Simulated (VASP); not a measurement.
A run of VASP 6.6.1 is set up as follows.

File INCAR:

```
SYSTEM = Pd
ALGO = Normal
EDIFF = 1E-6
ENCUT = 520
GGA = PE
ISIF = 2
ISMEAR = 0
ISPIN = 2
LASPH = .True.
LCHARG = .True.
LELF = .True.
LMAXMIX = 4
LORBIT = 11
LREAL = .False.
LVHAR = .True.
LWAVE = .False.
MAGMOM = 0.288
NBANDS = 15
NELM = 150
PREC = Accurate
SIGMA = 0.01
```

KPOINTS

```
k-points
0
Gamma
  14 14 14
  0 0 0
```

POSCAR

```
Pd
1.0
    0.0000000000      1.9737080107      1.9737080107
    1.9737080107      0.0000000000      1.9737080107
    1.9737080107      1.9737080107      0.0000000000
Pd
1
Direct
    0.0000000000      0.0000000000      0.0000000000
```

Potentials or basis: VASP PAW PBE potentials, release 64 (Pd).

Run with:

```console
$ cat potpaw_PBE.64/Pd/POTCAR > POTCAR
$ mpirun -np 1 vasp_std > vasp.out
```

Estimate the site moments.

Pd +0.45 μB.

What does it give for the pressure?

-0.4 GPa.

What does it give for the net moment?

0.46 μB per cell.
